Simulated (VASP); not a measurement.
A run of VASP 6.6.1 is set up as follows.

POSCAR

```
Ni
1.0
    4.0383156565      0.0000000000      0.0000000000
   -2.0191578283      3.4972839470      0.0000000000
    0.0000000000      0.0000000000      2.4572222354
Ni
3
Direct
    1.0000000000      1.0000000000      0.0000000000
    0.3333333333      0.6666666667      0.5000000000
    0.6666666667      0.3333333333      0.5000000000
```

File INCAR.step1:

```
SYSTEM = Ni
ALGO     = Normal         ! electronic algorithm
EDIFF    = 1E-4           ! SCF threshold, eV
ENCUT    = 520            ! plane-wave cutoff, eV
GGA      = PE             ! functional
ISMEAR   = -1             ! smearing method
ISPIN    = 2              ! spin polarisation
LASPH    = .True.         ! aspherical terms in the spheres
LCHARG   = .False.        ! write CHGCAR
LMAXMIX  = 4              ! l up to which the mixer works
LREAL    = .False.        ! projectors in reciprocal space
LWAVE    = .True.         ! write WAVECAR
MAGMOM   = 0.783 0.791 0.791 ! initial moments
NBANDS   = 26             ! bands
NELM     = 150            ! most SCF steps
PREC     = Accurate       ! precision mode
SIGMA    = 0.05           ! smearing width, eV
```

File INCAR.step2:

```
SYSTEM = Ni
ALGO     = Normal         ! electronic algorithm
EDIFF    = 1E-6           ! SCF threshold, eV
ENCUT    = 520            ! plane-wave cutoff, eV
ISIF     = 2              ! what is computed and relaxed
ISMEAR   = -1             ! smearing method
ISPIN    = 2              ! spin polarisation
ISTART   = 1            
LASPH    = .True.         ! aspherical terms in the spheres
LCHARG   = .False.        ! write CHGCAR
LMAXMIX  = 4              ! l up to which the mixer works
LMIXTAU  = .True.       
LORBIT   = 11             ! projections on sites
LREAL    = .False.        ! projectors in reciprocal space
LWAVE    = .False.        ! write WAVECAR
MAGMOM   = 0.783 0.791 0.791 ! initial moments
METAGGA  = R2SCAN         ! meta-GGA
NBANDS   = 26             ! bands
NELM     = 150            ! most SCF steps
PREC     = Accurate       ! precision mode
SIGMA    = 0.05           ! smearing width, eV
```

The input KPOINTS:

```
k-points
0
Gamma
  10 10 15
  0 0 0
```

Potentials or basis: VASP PAW PBE potentials, release 64 (Ni).

Command:

```bash
$ cat potpaw_PBE.64/Ni/POTCAR > POTCAR
$ cp INCAR.step1 INCAR
$ mpirun -np 1 vasp_std > vasp.out
$ cp INCAR.step2 INCAR
$ mpirun -np 1 vasp_std > vasp.out
```

(1) What does it give for the pressure?

(2) Estimate the site moments.

(3) Predict the net moment.

Answers

(1) -12.9 GPa.

(2) Ni +0.75 μB.

(3) 2.16 μB per cell.

Caveat: the PAW data sets were made with another functional, which shifts forces and pressure a little.
